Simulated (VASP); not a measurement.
Set up this calculation in VASP 6.6.1, as the native input.

* Task: relaxation of cell and atoms
* Functional: PBEsol
* Dispersion: D4
* Potentials or basis: VASP PAW PBE potentials, release 64 (F, Li_sv)
* Cutoff: 600 eV
* k mesh: 11 × 11 × 11
* Occupations: fermi-dirac, width 0.05 eV
* Spin: no spin polarisation
* Dipole correction: no
* Further INCAR settings: ALGO = Normal; EDIFF = 1e-06; IBRION = 2; EDIFFG = -0.01; NSW = 60; ISIF = 3

The structure of LiF lies in POSCAR:

```
LiF
1.0
    0.0000000000      2.0140000000      2.0140000000
    2.0140000000      0.0000000000      2.0140000000
    2.0140000000      2.0140000000      0.0000000000
F Li
1 1
Direct
    0.5000000000      0.5000000000      0.5000000000
    0.0000000000      0.0000000000      0.0000000000
```

These files were run (other wordings do the same):

INCAR

```
SYSTEM = LiF
PREC = Accurate
ENCUT = 600
EDIFF = 1E-6
ISMEAR = -1
SIGMA = 0.05
LREAL = .False.
LASPH = .True.
NELM = 100
ALGO = Normal
ISIF = 3
LWAVE = .False.
LCHARG = .False.
GGA = PS
IVDW = 13
IBRION = 2
NSW = 60
EDIFFG = -0.01
```

KPOINTS

```
regular mesh
0
Gamma
  11 11 11
  0 0 0
```

Potentials or basis: VASP PAW PBE potentials, release 64 (F, Li_sv).

Run with:

```bash
$ cat potpaw_PBE.64/F/POTCAR potpaw_PBE.64/Li_sv/POTCAR > POTCAR
$ mpirun -np 1 vasp_std > vasp.out
```

It gave:

```json
{
 "Relaxed volume": "7.91 Å³/atom",
 "Relaxed cell": "a = 2.818 Å, b = 2.818 Å, c = 2.818 Å, α = 60.00°, β = 60.00°, γ = 60.00°",
 "Space group after relaxing (to 0.1 Å)": "Fm-3m (No. 225)",
 "Energy gained by relaxing": "1.9 meV/atom",
 "Ionic steps": "4",
 "Pressure after relaxing": "0.0 GPa",
 "Band gap on the k mesh": "9.21 eV",
 "Dispersion energy per atom": "-0.036 eV"
}
```

Caveat: the cutoff is under 1.25 times the usual one of these potentials, so pressure, stress and relaxed cells hold a basis-set (Pulay) error; the PAW data sets were made with another functional, which shifts forces and pressure a little; an odd mesh through Γ misses points on the zone boundary, where band edges can lie.

Wall time 42 s on 1 thread of Intel Xeon 8259CL, on a shared host, peak memory 0.14 GiB.
